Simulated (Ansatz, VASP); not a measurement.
## TeW: VASP beside Ansatz

Contents of INCAR:

```
SYSTEM = TeW
ALGO     = Normal         ! electronic algorithm
EDIFF    = 1E-7           ! SCF threshold, eV
ENCUT    = 520            ! plane-wave cutoff, eV
GGA      = PS             ! functional
ISIF     = 2              ! what is computed and relaxed
ISMEAR   = 0              ! smearing method
ISPIN    = 2              ! spin polarisation
LASPH    = .TRUE.         ! aspherical terms in the spheres
LCHARG   = .FALSE.        ! write CHGCAR
LMAXMIX  = 4              ! l up to which the mixer works
LORBIT   = 11             ! projections on sites
LREAL    = .FALSE.        ! projectors in reciprocal space
LWAVE    = .FALSE.        ! write WAVECAR
MAGMOM   = 1 0            ! initial moments
NBANDS   = 21             ! bands
NELM     = 150            ! most SCF steps
PREC     = Accurate       ! precision mode
SIGMA    = 0.1            ! smearing width, eV
```

The input KPOINTS:

```
k-points
0
G
  12 12 12
  0 0 0
```

The input POSCAR:

```
TeW
1.0
    0.0000000000      2.9412802799      2.9412802799
    2.9412802799      0.0000000000      2.9412802799
    2.9412802799      2.9412802799      0.0000000000
W Te
1 1
Direct
    0.0000000000      0.0000000000      0.0000000000
    0.2500000000      0.2500000000      0.2500000000
```

Input for Ansatz:

```yaml
crystal:
  lattice:
    - [0.0, 2.9412802799, 2.9412802799]
    - [2.9412802799, 0.0, 2.9412802799]
    - [2.9412802799, 2.9412802799, 0.0]
  atoms:
    - { symbol: W, position: [0.0, 0.0, 0.0], spin: 1.0 }
    - { symbol: Te, position: [0.25, 0.25, 0.25] }
basis:
  ecutwfc: 420
kpoints:
  mp_grid: { grid: [12, 12, 12] }
hamiltonian:
  xc: pbesol
scf:
  occupations: { method: gaussian, width: 0.1 }
  lower_state_search: "off"
output:
  forces: true
  stress: true
  eigenvalues: true
  populations: true
magnetization:
  spin_polarized: true
```

Alike in both runs: task single point; functional PBEsol; k mesh 12 × 12 × 12; occupations gaussian, width 0.1 eV; collinear spin.

|  | VASP | Ansatz |
| --- | --- | --- |
| version | VASP 6.6.1 | Ansatz 0.2.0 |
| potentials or method | VASP PAW PBE potentials, release 64 (W_sv, Te), cutoff 520 eV | scalar-relativistic, plane waves, PAW |
| valence electrons in the cell | 20 | 30 |

```csv
,VASP,Ansatz,Ansatz less VASP
gap on the k mesh at the Fermi level (eV),none,none,-
pressure (GPa),10.3,10.1,-0.16
net moment per atom (μB),0.64,0.64,0.000
size of the moment on the site where the two differ most (μB),1.00,0.81,-0.191
```

VASP's potentials were made for PBE, not for PBEsol. Site moments also hang on the region over which each program counts them. A gap of «none» marks a metal or a gap that the smearing closes. VASP's potentials hold 20 valence electrons a cell and Ansatz's 30, so a difference there can come from the potentials and not from the codes.

Spin-orbit coupling is off throughout.
